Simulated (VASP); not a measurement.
# Ga: single point with LDA

Ga:

```
Ga
1.0
     2.21602   -3.79899    0.00000
     2.21602    3.79899    0.00000
     0.00000    0.00000    4.55550
Ga
4
Direct
  0.65570 0.34430 0.41540
  0.84430 0.15570 0.91540
  0.34430 0.65570 0.58460
  0.15570 0.84430 0.08460
```

```
Program                : VASP 6.6.1
Task                   : single point
Functional             : LDA
Potentials or basis    : VASP PAW LDA potentials, release 64 (Ga_d)
Cutoff                 : 520 eV
k mesh                 : 6 × 6 × 4
Occupations            : gaussian, width 0.1 eV
Spin                   : no spin polarisation
Dipole correction      : no
Further INCAR settings : ALGO = Fast; EDIFF = 1e-06; NBANDS = 34
```

| Quantity | Value |
| --- | --- |
| Pressure | -2.6 GPa |
| Largest force | 0.044 eV/Å |
| Band gap on the k mesh | zero (band 26 reaches 5.21 eV, above the bottom of band 27 at 4.18 eV) |

Forces in eV/Å, atoms in the order of the input:
```
Ga   0.000 -0.043 -0.011
Ga   0.000  0.043 -0.011
Ga   0.000  0.043  0.011
Ga   0.000 -0.043  0.011
```

Stress tensor (GPa, compression positive):
```
-1.82  0.00  0.00
 0.00 -2.65  0.00
 0.00  0.00 -3.26
```

Levels at points of the mesh, in eV from the Fermi level:
```tsv
k point	band 23	band 24	band 25	band 26	band 27	band 28	band 29	band 30
(0.00, 0.00, 0.00)	-3.96	-1.64	-1.51	-0.73	1.01	1.01	1.17	5.17
(0.50, 0.00, 0.00)	-3.49	-3.49	-1.50	-1.50	0.63	0.63	4.12	4.12
(0.50, 0.50, 0.00)	-4.04	-3.21	-1.99	-1.68	1.04	1.07	3.44	3.77
(0.00, 0.00, 0.50)	0.00	0.00	0.05	0.05	0.14	0.14	2.01	2.01
(0.50, 0.00, 0.50)	-6.34	-6.34	-1.54	-1.54	0.52	0.52	7.31	7.31
(0.50, 0.50, 0.50)	-5.43	-5.43	-1.22	-1.22	-0.78	-0.78	6.39	6.39
```

Wall time 74 s on 1 thread of Intel(R) Xeon(R) Platinum 8488C (Sapphire Rapids), on a shared host, peak memory 0.21 GiB.
